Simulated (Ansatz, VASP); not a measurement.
**One calculation of InSe, two programs**

The input INCAR:

```
  PREC = Accurate
  ENCUT = 520
  EDIFF = 1E-6
  ISMEAR = -1
  SIGMA = 0.05
  LREAL = False
  LASPH = True
  NELM = 60
  ALGO = Normal
  ISIF = 2
  LWAVE = False
  LCHARG = False
  GGA = CA
  NBANDS = 27
```

KPOINTS

```
Automatic mesh
0
Gamma
  8 8 8
```

The input POSCAR:

```
InSe
1.0
    2.0000000000      1.1547005384      8.4400000000
   -2.0000000000      1.1547005384      8.4400000000
    0.0000000000     -2.3094010768      8.4400000000
In Se
2 2
Direct
    0.8886000000      0.8886000000      0.8886000000
    0.0000000000      0.0000000000      0.0000000000
    0.1719000000      0.1719000000      0.1719000000
    0.3835000000      0.3835000000      0.3835000000
```

Contents of input.yaml:

```yaml
crystal:
  lattice:
    - [2.0, 1.1547005384, 8.44]
    - [-2.0, 1.1547005384, 8.44]
    - [0.0, -2.3094010768, 8.44]
  atoms:
    - { symbol: In, position: [0.8886, 0.8886, 0.8886] }
    - { symbol: In, position: [0.0, 0.0, 0.0] }
    - { symbol: Se, position: [0.1719, 0.1719, 0.1719] }
    - { symbol: Se, position: [0.3835, 0.3835, 0.3835] }
hamiltonian:
  xc: lda
  pseudopotentials: { kind: paw }
kpoints:
  mp_grid: { grid: [8, 8, 8] }
  band_path:
    path:
      - [[0.0, 0.0, 0.0], [0.5, 0.0, 0.0], [0.5, 0.1791451724, -0.1791451724]]
      - [[0.8208548276, 0.5, 0.1791451724], [0.5, 0.5, 0.5], [0.0, 0.0, 0.0], [0.3395725862, 0.0, -0.3395725862]]
      - [[0.6604274138, 0.3395725862, 0.0], [0.5, 0.5, 0.0], [0.6604274138, 0.6604274138, 0.1791451724], [0.5, 0.5, 0.5]]
      - [[0.5, 0.0, 0.0], [0.8208548276, 0.3395725862, 0.3395725862]]
    npoints: 14
scf:
  occupations: { method: fermi_dirac, width: 0.05 }
  n_extra_bands: 10
output:
  forces: true
  stress: true
  eigenvalues: true
  fatbands: false
```

Alike in both runs: functional LDA; k mesh 8 × 8 × 8; occupations fermi-dirac, width 0.05 eV; no spin polarisation.

```csv
,VASP,Ansatz
version,VASP 6.6.1,Ansatz 0.2.0
potentials or method,"VASP PAW LDA potentials, release 64 (In_d, Se)",Ansatz PAW
plane-wave cutoff (eV),520,420
valence electrons in the cell,38,58
task,single point,band structure
```

Ansatz gave:

```
gap on the k mesh at the Fermi level (eV)                     : 0.22
least direct gap on the mesh (eV)                             : 0.22
pressure (GPa)                                                : -1.5
traceless stress, the component that is largest in VASP (GPa) : -0.81
rms of the force components (eV/Å)                            : 0.098
```

Q: What did VASP give for the same quantities?

A: gap on the k mesh at the Fermi level (eV): 0.23; least direct gap on the mesh (eV): 0.23; pressure (GPa): -1.4; traceless stress, the component that is largest in VASP (GPa): -0.80; rms of the force components (eV/Å): 0.101.

LDA's correlation is that of Perdew and Zunger in VASP and of Perdew and Wang (1992) in Ansatz. Atom by atom the forces differ by 0.012 eV/Å (rms over components). VASP's potentials hold 38 valence electrons a cell and Ansatz's 58, so a difference there can come from the potentials and not from the codes.
